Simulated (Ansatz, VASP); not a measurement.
# Two plane-wave programs on Mg2Si3N

```
Mg Si N
1.0
     3.84656    0.00000    0.00000
    -1.92328    3.33122    0.00000
     0.00000    0.00000    7.66962
Mg Si N
2 3 1
Cartesian
  1.9233 1.1104 5.6085
  1.9233 1.1104 2.0611
  0.0000 0.0000 0.0000
  0.0000 2.2208 3.8348
  0.0000 2.2208 0.0000
  0.0000 0.0000 3.8348
```

Change from the starting cell: species swapped into the Sr2AlGa3 type (P-6m2, No. 187).

Alike in both runs: task single point; functional PBE; k mesh 6 × 6 × 2; occupations gaussian, width 0.1 eV; collinear spin.

```csv
,VASP,Ansatz
version,VASP 6.6.1,Ansatz 0.2.0
potentials or method,"VASP PAW PBE potentials, release 64 (Mg, Si, N), cutoff 520 eV","scalar-relativistic, plane waves, PAW"
valence electrons in the cell,21,37
```

|  | VASP | Ansatz | Ansatz less VASP |
| --- | --- | --- | --- |
| gap on the k mesh at the Fermi level (eV) | none | none | - |
| pressure (GPa) | -0.6 | -0.4 | +0.19 |
| net moment per atom (μB) | 0.00 | 0.00 | 0.000 |

A gap of «none» marks a metal or a gap that the smearing closes. VASP's potentials hold 21 valence electrons a cell and Ansatz's 37, so a difference there can come from the potentials and not from the codes. Ansatz's warnings: seeded moment not kept.

The k mesh is coarse, so the values compare programs but aren't converged.
